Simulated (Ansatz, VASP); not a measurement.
**One calculation of Nb2SiB2, two programs**

Contents of INCAR:

```
SYSTEM = Nb2SiB2
PREC     = Accurate       ! precision mode
ENCUT    = 520            ! plane-wave cutoff, eV
EDIFF    = 1E-6           ! SCF threshold, eV
ISMEAR   = 0              ! smearing method
SIGMA    = 0.1            ! smearing width, eV
LREAL    = .False.        ! projectors in reciprocal space
LASPH    = .True.         ! aspherical terms in the spheres
NELM     = 60             ! most SCF steps
ALGO     = Normal         ! electronic algorithm
ISIF     = 2              ! what is computed and relaxed
LWAVE    = .False.        ! write WAVECAR
LCHARG   = .False.        ! write CHGCAR
GGA      = PE             ! functional
NBANDS   = 26             ! bands
```

KPOINTS

```
regular mesh
0
Gamma
  6 6 4
  0 0 0
```

POSCAR

```
Nb2SiB2
1.0
    3.9302040500      0.0000000000      0.0000000000
   -1.9651020300      3.4036565500      0.0000000000
    0.0000000000      0.0000000000      5.3675645600
Nb Si B
2 1 2
Direct
    0.3333333300      0.6666666700      0.5000000000
    0.6666666700      0.3333333300      0.5000000000
    0.0000000000      0.0000000000      0.0000000000
    0.3333333300      0.6666666700      0.0000000000
    0.6666666700      0.3333333300      0.0000000000
```

Input for Ansatz:

```yaml
crystal:
  lattice:
    - [3.93020405, 0.0, 0.0]
    - [-1.96510203, 3.40365655, 0.0]
    - [0.0, 0.0, 5.36756456]
  atoms:
    - { symbol: Nb, position: [0.33333333, 0.66666667, 0.5] }
    - { symbol: Nb, position: [0.66666667, 0.33333333, 0.5] }
    - { symbol: Si, position: [0.0, 0.0, 0.0] }
    - { symbol: B, position: [0.33333333, 0.66666667, 0.0] }
    - { symbol: B, position: [0.66666667, 0.33333333, 0.0] }
basis:
  ecutwfc: 420
kpoints:
  mp_grid: { grid: [6, 6, 4] }
hamiltonian:
  xc: pbe
scf:
  occupations: { method: gaussian, width: 0.1 }
  lower_state_search: "off"
output:
  forces: true
  stress: true
  eigenvalues: true
```

Alike in both runs: task single point; functional PBE; k mesh 6 × 6 × 4; occupations gaussian, width 0.1 eV; no spin polarisation.

|  | VASP | Ansatz |
| --- | --- | --- |
| version | VASP 6.6.1 | Ansatz 0.2.0 |
| potentials or method | VASP PAW PBE potentials, release 64 (Nb_sv, Si, B), cutoff 520 eV | scalar-relativistic, plane waves, PAW |
| valence electrons in the cell | 36 | 36 |

VASP gave:

| Quantity | Value |
| --- | --- |
| gap on the k mesh at the Fermi level (eV) | none |
| pressure (GPa) | 3.2 |
| traceless stress, the component that is largest in VASP (GPa) | -26.77 |

Question: Which values does Ansatz return?

Answer: gap on the k mesh at the Fermi level (eV): none; pressure (GPa): 3.2; traceless stress, the component that is largest in VASP (GPa): -26.64.

A gap of «none» marks a metal or a gap that the smearing closes. With one functional, cell and mesh, what is left measures potentials, basis and numerics.
